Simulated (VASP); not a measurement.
**FeO: single point with PBE**

FeO:

```
Fe O
1.0
     2.98371    0.00000    0.00000
     0.00000    2.98371    0.00000
     0.00000    0.00000    5.35267
Fe O
2 2
Direct
  0.50000 0.00000 0.50000
  0.00000 0.50000 0.00000
  0.50000 0.50000 0.25000
  0.50000 0.50000 0.75000
```

```json
{
  "Program": "VASP 6.6.1",
  "Task": "single point",
  "Functional": "PBE",
  "Potentials or basis": "VASP PAW PBE potentials, release 64 (Fe, O)",
  "Cutoff": "520 eV",
  "k mesh": "9 × 9 × 5",
  "Occupations": "fermi-dirac, width 0.05 eV",
  "Spin": "collinear spin, ferromagnetic start",
  "Starting moments": "[3.0, 3.0, 0.0, 0.0] μB"
}
```

```json
{"Pressure": "-7.7 GPa", "Net moment": "6.46 μB per cell", "Site moments": "Fe +3.07; O +0.11 μB", "Valence electrons inside the program's atomic spheres": "Fe 6.84; O 4.99"}
```

Stress tensor (GPa, compression positive):
```
-7.45  0.00  0.00
 0.00 -7.45  0.00
 0.00  0.00 -8.32
```

Levels at points of the mesh, in eV from the Fermi level:
Spin up:
```csv
k point,band 13,band 14,band 15,band 16,band 17,band 18,band 19,band 20,band 21,band 22
"(0.00, 0.00, 0.00)",-2.83,-2.77,-2.67,-2.27,0.40,0.40,1.00,4.98,6.75,12.97
```
Spin down:
```
           k point  band 9  band 10  band 11  band 12  band 13  band 14
(0.00, 0.00, 0.00)   -2.66    -1.72    -0.76     0.50     0.59     0.59
```

It took 5.4 min on 1 thread of AMD EPYC 7R13 (shared host), peak memory 0.2 GiB.

Caveat: semilocal functionals often make such compounds metallic where correlation or magnetic order opens a gap, which also shifts bond lengths; only a ferromagnetic start was run, and an antiferromagnetic order may lie lower in energy. With open d or f shells a metallic result of PBE can be an artefact of self-interaction; +U or a hybrid may open a gap.
